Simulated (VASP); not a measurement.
# HgTe (I-4m2) in VASP: notebook, part 3 of 3

VASP 6.6.1. The steps go on from the part before.

## (5) Single point, PBEsol

Contents of INCAR:

```
PREC     = Accurate       # precision mode
ENCUT    = 520            # plane-wave cutoff, eV
EDIFF    = 1E-7           # SCF threshold, eV
ISMEAR   = 0              # smearing method
SIGMA    = 0.1            # smearing width, eV
LREAL    = F              # projectors in reciprocal space
LASPH    = T              # aspherical terms in the spheres
NELM     = 60             # most SCF steps
ALGO     = Normal         # electronic algorithm
ISIF     = 2              # what is computed and relaxed
LWAVE    = F              # write WAVECAR
LCHARG   = F              # write CHGCAR
GGA      = PS             # functional
NBANDS   = 16             # bands
```

Contents of KPOINTS:

```
regular mesh
0
Gamma
  10 10 10
```

Contents of POSCAR:

```
HgTe
1.0
    4.5807373700      0.0000000000      0.0000000000
   -3.5190045719      2.9325350255      0.0000000000
   -0.5308663988     -1.4662675122      4.3071330723
Hg Te
1 1
Direct
    0.7500000000      0.2500000000      0.5000000000
    0.0000000000      0.0000000000      0.0000000000
```

Potentials or basis: VASP PAW PBE potentials, release 64 (Hg, Te).

Launch:

```bash
> cat potpaw_PBE.64/Hg/POTCAR potpaw_PBE.64/Te/POTCAR > POTCAR
> mpirun -np 1 vasp_std > vasp.out
```

OUTCAR:

```text
PREC = Accurate
   ENCUT = 520
   EDIFF = 1E-7
   ISMEAR = 0
   LREAL = F
   LASPH = T
   NELM = 60
   ISIF = 2
   GGA = PS

 ion  position               nearest neighbor table
   1  0.750  0.250  0.500-   2 3.14   2 3.14   2 3.14   2 3.14
   2  0.000  0.000  0.000-   1 3.14   1 3.14   1 3.14   1 3.14

  LATTYP: Found a body centered tetragonal cell.
 ALAT       =     6.0912060056
 C/A-ratio  =     0.5120201156

  Lattice vectors:

 A1 = (   4.5807373700,   0.0000000000,   0.0000000000)
 A2 = (  -3.5190045719,   2.9325350255,   0.0000000000)
[... 626 lines left out ...]
      4      -2.2750      2.00000
      5      -2.1977      2.00000
      6      -2.1852      2.00000
[... 8 lines left out ...]
     15      14.1087      0.00000
     16      15.2964      0.00000

 [... further k-points ...]
[... 5 lines left out ...]
  --------------------------------------------------------------------------------------
  -------------------------------------------------------------------------------------
  Total       -1.5025068     -0.2913832     -1.6852132      0.5046402     -0.0000000     -0.0000000
  in kB      -41.6063988     -8.0687857    -46.6657818     13.9741542     -0.0000000     -0.0000000
  external PRESSURE =     -32.1136555 kB  Pullay stress =       0.0000000 kB

 VOLUME and BASIS-vectors are now :
 -----------------------------------------------------------------------------
  energy-cutoff  :      520.00
  volume of cell :       57.86
      direct lattice vectors                 reciprocal lattice vectors
     4.580737370  0.000000000  0.000000000     0.218305465  0.261963769  0.116086499
    -3.519004572  2.932535026  0.000000000     0.000000000  0.341001895  0.116086499
    -0.530866399 -1.466267512  4.307133072     0.000000000  0.000000000  0.232172998

 POSITION                                       TOTAL-FORCE (eV/Angst)
 -----------------------------------------------------------------------------------
      2.29037      0.00000      2.15357        -0.000000     -0.000000      0.000000
      0.00000      0.00000      0.00000         0.000000      0.000000     -0.000000
 -----------------------------------------------------------------------------------
    total drift:                                0.000000     -0.000000     -0.000000

  FREE ENERGIE OF THE ION-ELECTRON SYSTEM (eV)
  ---------------------------------------------------
  free  energy   TOTEN  =        -4.0451051871 eV

  energy  without entropy=       -4.0385094534  energy(sigma->0) =       -4.04180732
```

OSZICAR:

```text
N       E                     dE             d eps       ncg     rms          rms(c)
DAV:   1     0.973073069229E+02    0.97307E+02   -0.77994E+03  3264   0.970E+02
DAV:   2    -0.126237044792E+01   -0.98570E+02   -0.91150E+02  3840   0.226E+02
DAV:   3    -0.421610806030E+01   -0.29537E+01   -0.29460E+01  4080   0.393E+01
DAV:   4    -0.422903832230E+01   -0.12930E-01   -0.12929E-01  4104   0.281E+00
DAV:   5    -0.422919424487E+01   -0.15592E-03   -0.15592E-03  4184   0.314E-01    0.750E+00
DAV:   6    -0.405058909179E+01    0.17861E+00   -0.37863E-01  3752   0.759E+00    0.519E+00
DAV:   7    -0.404645631713E+01    0.41328E-02   -0.39573E-02  3944   0.142E+00    0.195E+00
DAV:   8    -0.404514053976E+01    0.13158E-02   -0.36376E-03  3680   0.632E-01    0.271E-01
DAV:   9    -0.404509113224E+01    0.49408E-04   -0.30465E-04  4344   0.170E-01    0.704E-02
DAV:  10    -0.404510143146E+01   -0.10299E-04   -0.24108E-05  3856   0.442E-02    0.377E-02
DAV:  11    -0.404510513284E+01   -0.37014E-05   -0.55866E-06  4264   0.191E-02    0.328E-03
DAV:  12    -0.404510518711E+01   -0.54272E-07   -0.31027E-07  3808   0.385E-03
   1 F= -.40451052E+01 E0= -.40418073E+01  d E =-.659573E-02
```

stdout:

```text
POSCAR found type information on POSCAR HgTe
 POSCAR found :  2 types and       2 ions
 scaLAPACK will be used
 -----------------------------------------------------------------------------
|                                                                             |
|                                                                             |
|     You enforced a specific xc type in the INCAR file but a different       |
|     I HOPE YOU KNOW WHAT YOU ARE DOING!                                     |
|                                                                             |
 -----------------------------------------------------------------------------

 LDA part: xc-table for (Slater+PW92), standard interpolation
 POSCAR, INCAR and KPOINTS ok, starting setup
 FFT: planning ... GRIDC
 FFT: planning ... GRID_SOFT
 FFT: planning ... GRID
 WAVECAR not read
 entering main loop
```

Wall time 2.4 min (1 thread of Intel Xeon 8259CL, shared host); peak memory 0.27 GiB.

Results:

```
Free energy            : -4.0451 eV
Pressure               : -3.2 GPa
Band gap on the k mesh : zero (bands 9 and 10 overlap by 3.39 eV)
```

Levels at points of the mesh, in eV from the Fermi level:
```tsv
k point	band 7	band 8	band 9	band 10	band 11	band 12
(0.00, 0.00, 0.00)	-3.45	-2.38	-2.38	3.54	4.60	6.91
(0.50, 0.00, 0.00)	-4.48	-1.90	-1.04	-0.14	3.22	3.80
(0.50, 0.50, 0.00)	-6.04	-0.84	1.52	1.95	2.90	3.47
(0.50, 0.50, 0.50)	-4.38	-4.29	-4.29	3.20	7.35	8.03
```

Caveat: the cell stands under tension; the PAW data sets were made with another functional, which shifts forces and pressure a little; spin-orbit coupling is left out, which moves the levels of the heavy elements.

## (6) Overview

```tsv
level	potentials or basis	spin	k mesh	smearing	gap on the mesh (eV)	pressure (GPa)	moment (μB)
LDA	VASP PAW LDA potentials, release 64 (Hg, Te)	non-collinear, zero start, SOC	7 × 7 × 7	gaussian 0.05 eV	-	-5.0	0.00
BLYP+D4	VASP PAW PBE potentials, release 64 (Hg, Te)	non-collinear, zero start, SOC	7 × 7 × 7	gaussian 0.05 eV	-	-0.4	0.00
PBEsol	VASP PAW PBE potentials, release 64 (Hg, Te)	off	6 × 6 × 6	fermi-dirac 0.03 eV	none	-3.2	-
PBEsol	VASP PAW PBE potentials, release 64 (Hg, Te)	off	10 × 10 × 10	gaussian 0.1 eV	none	-3.2	-
```

Alike in all rows: task single point; cell a = 4.581 Å, angles 96.7, 96.7, 140.2°, 2 atoms; cutoff (eV) 520.

Caveats: some runs use coarse meshes; the PAW data sets were made with another functional, which shifts forces and pressure a little (at least some runs); the cell stands under tension (at least some runs); spin-orbit coupling is left out, which moves the levels of the heavy elements (at least some runs).

Absolute energies hang on the potentials; compare differences alone.
